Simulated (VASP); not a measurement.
# Si (I4_1/amd) in VASP: further runs

Runs on Si. Level: PBE. Tasks: single point.

Everything below comes from runs of VASP 6.6.1. Logs are shortened: lines on timing, memory, paths and dates and some standing lists are left out, and cuts for length are marked.

**1. The cell of the first run**

The structure is tetragonal, space group I4_1/amd (No. 141). Conventional cell: a = 4.766 Å, b = 4.766 Å, c = 2.632 Å, α = 90.00°, β = 90.00°, γ = 90.00°. Within 3.3 Å of Si (site symmetry -4m2) lie 10 Si at 2.47 to 3.09 Å.

**2. Single point, PBE**

INCAR reads:

```
SYSTEM = Si
PREC     = Accurate       ! precision mode
ENCUT    = 520            ! plane-wave cutoff, eV
EDIFF    = 1E-6           ! SCF threshold, eV
ISMEAR   = 1              ! smearing method
SIGMA    = 0.1            ! smearing width, eV
LREAL    = .False.        ! projectors in reciprocal space
LASPH    = .True.         ! aspherical terms in the spheres
NELM     = 60             ! most SCF steps
ALGO     = Normal         ! electronic algorithm
ISIF     = 2              ! what is computed and relaxed
LWAVE    = .False.        ! write WAVECAR
LCHARG   = .True.         ! write CHGCAR
GGA      = PE             ! functional
LELF     = .True.         ! ELF
LVHAR    = .True.       
NBANDS   = 11             ! bands
```

KPOINTS reads:

```
regular mesh
0
Gamma
  15 15 15
  0 0 0
```

POSCAR reads:

```
Si
1.0
   -2.3832288600      2.3832288600      1.3160713844
    2.3832288600     -2.3832288600      1.3160713844
    2.3832288600      2.3832288600     -1.3160713844
Si
2
Direct
    0.2500000000      0.7500000000      0.5000000000
    0.5000000000      0.5000000000      0.0000000000
```

Potentials or basis: VASP PAW PBE potentials, release 64 (Si).

Launch:

```console
> cat potpaw_PBE.64/Si/POTCAR > POTCAR
> mpirun -np 1 vasp_std > vasp.out
```

OUTCAR:

```text
SYSTEM = Si
   PREC = Accurate
   ENCUT = 520
   EDIFF = 1E-6
   ISMEAR = 1
   LREAL = .False.
   LASPH = .True.
   NELM = 60
   ISIF = 2
   GGA = PE

 ion  position               nearest neighbor table
   1  0.250  0.750  0.500-   2 2.47   2 2.47   2 2.47   2 2.47   2 3.09   2 3.09   2 3.09   2 3.09

   2  0.500  0.500  0.000-   1 2.47   1 2.47   1 2.47   1 2.47   1 3.09   1 3.09   1 3.09   1 3.09

  LATTYP: Found a body centered tetragonal cell.
 ALAT       =     4.7664577200
 C/A-ratio  =     0.5522219903

  Lattice vectors:

 A1 = (  -2.3832288600,   2.3832288600,   1.3160713844)
 A2 = (   2.3832288600,  -2.3832288600,   1.3160713844)
 A3 = (   2.3832288600,   2.3832288600,  -1.3160713844)

Analysis of symmetry for initial positions (statically):
=====================================================================
 Subroutine PRICEL returns:
 Original cell was already a primitive cell.

 Routine SETGRP: Setting up the symmetry group for a
 body centered tetragonal supercell.

 Subroutine GETGRP returns: Found 16 space group operations
 (whereof  8 operations were pure point group operations)
 out of a pool of 16 trial point group operations.

The static configuration has the point symmetry D_2d.
 The point group associated with its full space group is D_4h.

Analysis of symmetry for dynamics (positions and initial velocities):
=====================================================================
 Subroutine PRICEL returns:
 Original cell was already a primitive cell.

 Routine SETGRP: Setting up the symmetry group for a
 body centered tetragonal supercell.

 Subroutine GETGRP returns: Found 16 space group operations
 (whereof  8 operations were pure point group operations)
 out of a pool of 16 trial point group operations.

The dynamic configuration has the point symmetry D_2d.
 The point group associated with its full space group is D_4h.

 Subroutine INISYM returns: Found 16 space group operations
 (whereof  8 operations are pure point group operations),
 and found     1 'primitive' translations

----------------------------------------------------------------------------------------

                                     Primitive cell

  volume of cell :      29.9000

  direct lattice vectors                    reciprocal lattice vectors
    -2.383228860  2.383228860  1.316071384     0.000000000  0.209799406  0.379918602
     2.383228860 -2.383228860  1.316071384     0.209799406  0.000000000  0.379918602
     2.383228860  2.383228860 -1.316071384     0.209799406  0.209799406  0.000000000
[... 87 lines left out ...]
   NSW    =      0    number of steps for IOM
   IBRION =     -1    ionic relax: 0-MD 1-quasi-New 2-CG
   NFREE  =      0    steps in history (QN), initial steepest desc. (CG)
   ISIF   =      2    stress and relaxation
   ISYM   =      2    0-nonsym 1-usesym 2-fastsym
   POTIM  = 0.5000    time-step for ionic-motion
   TEBEG  =    0.0;   TEEND  =   0.0 temperature during run
   PSTRESS=    0.0 pullay stress
   NELECT =       8.0000    total number of electrons
   NUPDOWN=      -1.0000    fix difference up-down
   EMIN   =  10.00;   EMAX   =-10.00  energy-range for DOS
   EFERMI =   0.00;   METHOD = LEGACY
   ISMEAR =     1;   SIGMA  =   0.10  broadening in eV -4-tet -1-fermi 0-gaus
   EFERMI_NEDOS =   21; number of points for ismear=-14 and -15
   IALGO  =     38    algorithm
   IMIX   =      4    mixing-type and parameters
     AMIX     =   0.40;   BMIX     =  1.00
     AMIX_MAG =   1.60;   BMIX_MAG =  1.00
  volume/ion in A,a.u.               =      14.95       100.89
  Fermi-wavevector in a.u.,A,eV,Ry     =   1.054908  1.993487 15.140978  1.112831
  Thomas-Fermi vector in A             =   2.190086
   LORBIT       =      0    0 simple, 1 ext, 2 COOP (PROOUT), +10 PAW based schemes
   GGA     = PE    functional components
   LHFCALC =     F    Hartree Fock is set to
   AEXX    =    0.0000 exact exchange contribution
   IVDW    =     0    specifies the selected vdW correction
   LEPSILON=     F    determine dielectric tensor
   LRPA    =     F    only Hartree local field effects (RPA)
 non-spin polarized calculation
 Methfessel and Paxton  Order N= 1 SIGMA  =   0.10
  energy-cutoff  :      520.00
  volume of cell :       29.90
 maximum number of plane-waves:       818
   NGX = 13   NGY = 13   NGZ = 13

 number of electron       8.0000000 magnetization

 Free energy of the ion-electron system (eV)
  ---------------------------------------------------
  ext. energy  EPLUGINS =         0.00000000
  ---------------------------------------------------
  free energy    TOTEN  =       -10.25899035 eV

  energy without entropy =      -10.25922080  energy(sigma->0) =      -10.25906717

 E-fermi :   9.3790     XC(G=0): -10.9843

 val. band max:        9.3755867589   @ k =  -0.4667   0.2000   0.1333
 cond. band min:       9.3872055385   @ k =  -0.4667   0.4667   0.0667
 fundamental gap:      0.0116187796
 Fermi energy:         9.3790078300

 k-point     1 :       0.0000    0.0000    0.0000
  band No.  band energies     occupation
      1      -4.5107      2.00000
      2       6.8678      2.00000
      3       6.8678      2.00000
      4       7.4325      2.00000
      5      10.9005     -0.00000
      6      17.0132      0.00000
      7      18.4416      0.00000
      8      18.4416      0.00000
      9      18.8456      0.00000
     10      19.6069      0.00000
     11      20.1788      0.00000
[... 309 lines left out ...]
 k-point    24 :       0.2000    0.1333   -0.0000
  band No.  band energies     occupation
      1      -1.8547      2.00000
      2       6.0333      2.00000
      3       8.0404      2.00000
      4       8.5607      2.00000
      5       9.8398     -0.00000
      6      11.7645      0.00000
      7      13.0946      0.00000
      8      13.8479      0.00000
      9      15.7297      0.00000
     10      17.3059      0.00000
     11      20.0501      0.00000

 [... further k-points ...]
[... 5 lines left out ...]
  --------------------------------------------------------------------------------------
  -------------------------------------------------------------------------------------
  Total        0.5447521      0.5447521      0.6043929      0.0000000     -0.0000000      0.0000000
  in kB       29.1902979     29.1902979     32.3861242      0.0000000     -0.0000000      0.0000000
  external PRESSURE =      30.2555733 kB  Pullay stress =       0.0000000 kB

 VOLUME and BASIS-vectors are now :
 -----------------------------------------------------------------------------
  energy-cutoff  :      520.00
  volume of cell :       29.90
      direct lattice vectors                 reciprocal lattice vectors
    -2.383228860  2.383228860  1.316071384     0.000000000  0.209799406  0.379918602
     2.383228860 -2.383228860  1.316071384     0.209799406  0.000000000  0.379918602
     2.383228860  2.383228860 -1.316071384     0.209799406  0.209799406  0.000000000

 POSITION                                       TOTAL-FORCE (eV/Angst)
 -----------------------------------------------------------------------------------
      2.38323      0.00000      0.65804         0.000000      0.000000      0.000000
      0.00000      0.00000      1.31607        -0.000000     -0.000000     -0.000000
 -----------------------------------------------------------------------------------
    total drift:                                0.000000      0.000000      0.000000

  FREE ENERGIE OF THE ION-ELECTRON SYSTEM (eV)
  ---------------------------------------------------
  free  energy   TOTEN  =       -10.2589903489 eV

  energy  without entropy=      -10.2592207982  energy(sigma->0) =      -10.25906717
```

OSZICAR:

```text
N       E                     dE             d eps       ncg     rms          rms(c)
DAV:   1     0.502834236129E+01    0.50283E+01   -0.34117E+03  6352   0.610E+02
DAV:   2    -0.984503371332E+01   -0.14873E+02   -0.14271E+02  8175   0.827E+01
DAV:   3    -0.102716122052E+02   -0.42658E+00   -0.42360E+00  8300   0.114E+01
DAV:   4    -0.102734292354E+02   -0.18170E-02   -0.18164E-02  7657   0.912E-01
DAV:   5    -0.102734373686E+02   -0.81332E-05   -0.81326E-05  7953   0.559E-02    0.421E+00
DAV:   6    -0.102648388530E+02    0.85985E-02   -0.32740E-03  7354   0.302E-01    0.244E+00
DAV:   7    -0.102589965903E+02    0.58423E-02   -0.78074E-03  7102   0.492E-01    0.218E-01
DAV:   8    -0.102590007947E+02   -0.42044E-05   -0.48665E-04  7653   0.130E-01    0.663E-02
DAV:   9    -0.102589909122E+02    0.98825E-05   -0.21228E-05  7726   0.257E-02    0.194E-02
DAV:  10    -0.102589903489E+02    0.56330E-06   -0.20851E-06  6819   0.863E-03
   1 F= -.10258990E+02 E0= -.10259067E+02  d E =0.230449E-03
```

It took 28 s on 1 thread of Intel Xeon 6975P-C (Granite Rapids), shared host; peak memory 0.2 GiB.

Results:

```
Free energy            : -10.2590 eV
Pressure               : 3.0 GPa
Band gap on the k mesh : zero (band 4 reaches 11.58 eV, above the bottom of band 5 at 4.93 eV)
```

Levels at points of the mesh, in eV from the Fermi level:
```csv
k point,band 1,band 2,band 3,band 4,band 5,band 6,band 7,band 8
"(0.00, 0.00, 0.00)",-13.89,-2.51,-2.51,-1.95,1.52,7.63,9.06,9.06
```

**3. Single point, PBE**

INCAR reads:

```
ALGO = Normal
EDIFF = 1E-6
ENCUT = 520
GGA = PE
ISIF = 2
ISMEAR = 1
LASPH = True
LCHARG = False
LREAL = False
LWAVE = False
NBANDS = 11
NELM = 100
PREC = Accurate
SIGMA = 0.1
```

KPOINTS reads:

```
k-points
0
Gamma
  15 15 15
```

POSCAR reads:

```
Si
1.0
   -2.3950857200      2.3950857200      1.3030732281
    2.3950857200     -2.3950857200      1.3030732281
    2.3950857200      2.3950857200     -1.3030732281
Si
2
Direct
    0.2500000000      0.7500000000      0.5000000000
    0.5000000000      0.5000000000      0.0000000000
```

Potentials or basis: VASP PAW PBE potentials, release 64 (Si).

Launch:

```console
> cat potpaw_PBE.64/Si/POTCAR > POTCAR
> mpirun -np 1 vasp_std > vasp.out
```

Run time: 27 s. Hardware: 1 thread of Intel Xeon 6975P-C (Granite Rapids), shared host; peak memory 0.2 GiB.

The run converged. Its results:

* Free energy: -10.2573 eV
* Pressure: 2.9 GPa
* Band gap on the k mesh: zero (band 4 reaches 11.42 eV, above the bottom of band 5 at 5.02 eV)

Stress tensor (GPa, compression positive):
```
2.26 0.00 0.00
0.00 2.26 0.00
0.00 0.00 4.29
```

Levels at points of the mesh, in eV from the Fermi level:
```tsv
k point	band 2	band 3	band 4	band 5	band 6	band 7
(0.00, 0.00, 0.00)	-2.59	-2.59	-2.16	1.48	7.70	8.94
```
